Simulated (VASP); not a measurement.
H6Pb:

```
H Pb
1.0
     0.00000    3.43638    3.43638
     3.43638    0.00000    3.43638
     3.43638    3.43638    0.00000
H Pb
6 1
Direct
  0.50000 0.50000 0.00000
  0.50000 0.00000 0.50000
  0.00000 0.00000 0.50000
  0.00000 0.50000 0.00000
  0.00000 0.50000 0.50000
  0.50000 0.00000 0.00000
  0.00000 0.00000 0.00000
```

The cell was generated, and may not be a known phase.

- Program: VASP 6.6.1
- Task: relaxation of cell and atoms
- Functional: PBE
- Potentials or basis: VASP PAW PBE potentials, release 64 (H, Pb_d)
- Cutoff: 600 eV
- k mesh: 4 × 4 × 4
- Occupations: gaussian, width 0.1 eV
- Spin: no spin polarisation

At the start: pressure -8.5 GPa; volume 11.59 Å³/atom.

Task: Where does the relaxation end?

Result: Over 6 steps the energy falls by 103.4 meV/atom and the volume is 8.56 Å³/atom (-26.2 %); space group Fm-3m (No. 225, to 0.1 Å) before and after.

Step by step:
| step | energy change (eV) | largest force (eV/Å) | pressure (GPa) | volume (Å³) |
| --- | --- | --- | --- | --- |
| 1 | 0.0000 | 0.0000 | -8.46 | 81.16 |
| 2 | -0.3471 | 0.0000 | -7.30 | 74.18 |
| 3 | -0.6828 | 0.0000 | -2.94 | 64.19 |
| 4 | -0.1219 | 0.0000 | 19.43 | 47.00 |
| 5 | -0.7207 | 0.0000 | -0.82 | 61.00 |
| 6 | -0.7238 | 0.0000 | -0.08 | 59.92 |

Final structure:
```
CELL_PARAMETERS angstrom
0.00000 3.10585 3.10585
3.10585 0.00000 3.10585
3.10585 3.10585 0.00000
ATOMIC_POSITIONS crystal
H 0.50000 0.50000 0.00000
H 0.50000 0.00000 0.50000
H 0.00000 0.00000 0.50000
H 0.00000 0.50000 0.00000
H 0.00000 0.50000 0.50000
H 0.50000 0.00000 0.00000
Pb 0.00000 0.00000 0.00000
```

Caveat: the k points lie up to 0.44 Å⁻¹ apart in the final cell, too coarse for converged energies and pressures of a metal; the volume moved by over 15 % at a fixed basis, so the end points are rough.
